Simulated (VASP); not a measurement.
Runs of VASP 6.6.1 on ZnSe (Stilleite). The structure is that of space group F-43m (No. 216), or close to it. The cells are those of the table. 

```csv
cell,gap on the mesh (eV),pressure (GPa)
"a = 4.099 Å, angles 60.0°, 2 atoms",(c),(b)
"a = 3.981 Å, angles 60.0°, 2 atoms",(a),3.8
"a = 4.021 Å, angles 60.0°, 2 atoms",1.25,1.7
"a = 4.060 Å, angles 60.0°, 2 atoms",1.13,0.0
```

Alike in all rows: task single point; level PBE; potentials or basis VASP PAW PBE potentials, release 64 (Zn, Se); no spin polarisation; k mesh 6 × 6 × 6; cutoff (eV) 520; smearing gaussian 0.01 eV.

Task: Estimate the missing entries.

Result: (a) 1.37; (b) -1.5; (c) 1.02.

A k mesh can miss the band edges, and the runs leave out spin-orbit coupling on Se.
